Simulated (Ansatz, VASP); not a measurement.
One calculation of TaAs, two programs

```
Ta As
1.0
     0.00000   -3.44363    0.00000
     3.44363    0.00000    0.00000
    -1.72181    1.72181    5.86794
Ta As
2 2
Cartesian
  1.7218 0.0000 5.8676
  1.7218 -1.7218 2.9336
  1.7218 0.0000 0.9698
  0.0000 0.0000 3.9037
```

Alike in both runs: task single point; functional PBE; k mesh 10 × 10 × 10; occupations gaussian, width 0.05 eV; no spin polarisation.

|  | VASP | Ansatz |
| --- | --- | --- |
| version | VASP 6.6.1 | Ansatz 0.2.0 |
| potentials or method | VASP PAW PBE potentials, release 64 (Ta_pv, As), cutoff 520 eV | scalar-relativistic, plane waves, PAW |
| valence electrons in the cell | 32 | 56 |

|  | VASP | Ansatz | Ansatz less VASP |
| --- | --- | --- | --- |
| gap on the k mesh at the Fermi level (eV) | 0.05 | 0.05 | +0.008 |
| rms of the force components (eV/Å) | 0.017 | 0.016 | -0.0010 |

Atom by atom the forces differ by 0.001 eV/Å (rms over components). VASP's potentials hold 32 valence electrons a cell and Ansatz's 56, so a difference there can come from the potentials and not from the codes.

Neither program's run includes spin-orbit coupling.
